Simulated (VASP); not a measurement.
# Ba3Sr5Ti8O24 in VASP: a series of runs, part 2 of 2

VASP 6.6.1.

**3. Single point, HSE06**

This run uses another cell than the first one, of 12.13 Å³/atom.

Contents of POSCAR:

```
Ba3Sr5Ti8O24
1.0
    7.8586130000      0.0000000000      0.0000000000
    0.0000000000      7.8586130000      0.0000000000
    0.0000000000      0.0000000000      7.8586130000
Sr Ba Ti O
5 3 8 24
Direct
    0.0052030000      0.0042850000      0.0056000000
    0.0051570000      0.0041220000      0.5049180000
    0.5044960000      0.0041260000      0.0055680000
    0.5044500000      0.0040720000      0.5048420000
    0.5049020000      0.5059720000      0.5052860000
    0.0022210000      0.5023620000      0.0026210000
    0.0021800000      0.5023630000      0.5024840000
    0.5020800000      0.5023680000      0.0025830000
    0.2575800000      0.2525540000      0.2579910000
    0.2577540000      0.2525860000      0.7552170000
    0.2569000000      0.7593740000      0.2573040000
    0.2568810000      0.7596910000      0.7550100000
    0.7548110000      0.2525880000      0.2581580000
    0.7552740000      0.2523450000      0.7556860000
    0.7546090000      0.7596940000      0.2572840000
    0.7548290000      0.7600950000      0.7552340000
    0.2477170000      0.2404960000      0.9961490000
    0.2484380000      0.2403270000      0.4968500000
    0.2478730000      0.7534080000      0.9960900000
    0.2491120000      0.7521750000      0.4967050000
    0.7461040000      0.2397940000      0.9962760000
    0.7441920000      0.2422280000      0.4969480000
    0.7457990000      0.7542540000      0.9961520000
    0.7431740000      0.7502080000      0.4966850000
    0.9957760000      0.2404800000      0.2480890000
    0.9959040000      0.2397990000      0.7464420000
    0.9957220000      0.7534160000      0.2481980000
    0.9957860000      0.7542310000      0.7461960000
    0.4964700000      0.2403330000      0.2487890000
    0.4965810000      0.2422020000      0.7445810000
    0.4963350000      0.7521530000      0.2495110000
    0.4963240000      0.7502140000      0.7434990000
    0.2461110000      0.9969360000      0.2464630000
    0.2475440000      0.9970570000      0.7452130000
    0.2506400000      0.4951010000      0.2510140000
    0.2504880000      0.4951810000      0.7446320000
    0.7448220000      0.9970580000      0.2479290000
    0.7436210000      0.9971150000      0.7439610000
    0.7442720000      0.4951840000      0.2508340000
    0.7443740000      0.4950630000      0.7447650000
```

Contents of INCAR.step1:

```
  PREC = Accurate
  ENCUT = 520
  EDIFF = 1E-5
  ISMEAR = -1
  SIGMA = 0.05
  LREAL = Auto
  LASPH = True
  NELM = 80
  ALGO = Normal
  ISIF = 2
  LWAVE = True
  GGA = PE
  NBANDS = 186
```

Contents of INCAR.step2:

```
  PREC = Accurate
  ENCUT = 520
  EDIFF = 1E-6
  ISMEAR = -1
  SIGMA = 0.05
  LREAL = Auto
  LASPH = True
  NELM = 80
  ALGO = Normal
  ISIF = 2
  LWAVE = False
  LCHARG = True
  GGA = PE
  LHFCALC = True
  HFSCREEN = 0.2079
  PRECFOCK = Fast
  LELF = True
  LVHAR = True
  ISTART = 1
  NBANDS = 186
```

Contents of KPOINTS:

```
Automatic mesh
0
Gamma
  1 1 1
```

Potentials or basis: VASP PAW PBE potentials, release 64 (Sr_sv, Ba_sv, Ti_sv, O).

Run with:

```bash
cat potpaw_PBE.64/Sr_sv/POTCAR potpaw_PBE.64/Ba_sv/POTCAR potpaw_PBE.64/Ti_sv/POTCAR potpaw_PBE.64/O/POTCAR > POTCAR
cp INCAR.step1 INCAR
mpirun -np 1 vasp_gam > vasp.out
cp INCAR.step2 INCAR
mpirun -np 1 vasp_gam > vasp.out
```

Run time: 28 min. Hardware: 1 thread of Intel Xeon 8259CL, shared host; peak memory 0.7 GiB.

The run converged. Its results:

- Free energy: -385.0540 eV
- Pressure: 3.3 GPa
- Largest force: 2.171 eV/Å
- Band gap on the k mesh: 3.43 eV

Forces on the atoms (eV/Å):
```
Sr   0.032  0.013  0.032
Sr   0.029  0.012  0.016
Sr   0.017  0.012  0.028
Sr   0.025  0.011  0.025
Sr   0.018  0.036  0.018
Ba   0.028  0.034  0.026
Ba   0.031  0.042  0.022
Ba   0.024  0.042  0.029
Ti   1.252  1.250  1.257
Ti   1.238  1.246  1.205
Ti   1.245  1.224  1.256
Ti   1.229  1.242  1.250
Ti   1.203  1.240  1.242
Ti   1.234  1.207  1.241
Ti   1.246  1.247  1.230
Ti   1.237  1.260  1.250
O   -0.327 -0.417 -0.590
O   -0.311 -0.401 -0.604
O   -0.322 -0.238 -0.592
O   -0.297 -0.268 -0.613
O   -0.313 -0.407 -0.602
O   -0.354 -0.370 -0.617
O   -0.338 -0.250 -0.587
O   -0.381 -0.299 -0.602
O   -0.587 -0.415 -0.327
O   -0.597 -0.407 -0.314
O   -0.588 -0.237 -0.324
O   -0.584 -0.250 -0.339
O   -0.601 -0.400 -0.313
O   -0.617 -0.370 -0.353
O   -0.611 -0.268 -0.296
O   -0.598 -0.300 -0.382
O   -0.343 -0.622 -0.343
O   -0.322 -0.629 -0.353
O   -0.286 -0.573 -0.285
O   -0.262 -0.586 -0.365
O   -0.352 -0.629 -0.324
O   -0.366 -0.621 -0.367
O   -0.363 -0.585 -0.264
O   -0.372 -0.575 -0.372
```

Stress tensor (GPa, compression positive):
```
3.29 0.35 0.36
0.35 3.20 0.36
0.36 0.36 3.29
```

Levels at points of the mesh, in eV from the valence-band top:
| k point | band 157 | band 158 | band 159 | band 160 | band 161 | band 162 | band 163 | band 164 |
| --- | --- | --- | --- | --- | --- | --- | --- | --- |
| (0.00, 0.00, 0.00) | -0.09 | -0.02 | -0.02 | 0.00 | 3.43 | 3.44 | 3.54 | 3.62 |

Caveat: the k points lie up to 0.80 Å⁻¹ apart; the PAW data sets were made with another functional, which shifts forces and pressure a little; spin-orbit coupling is left out, which moves the levels of the heavy elements.
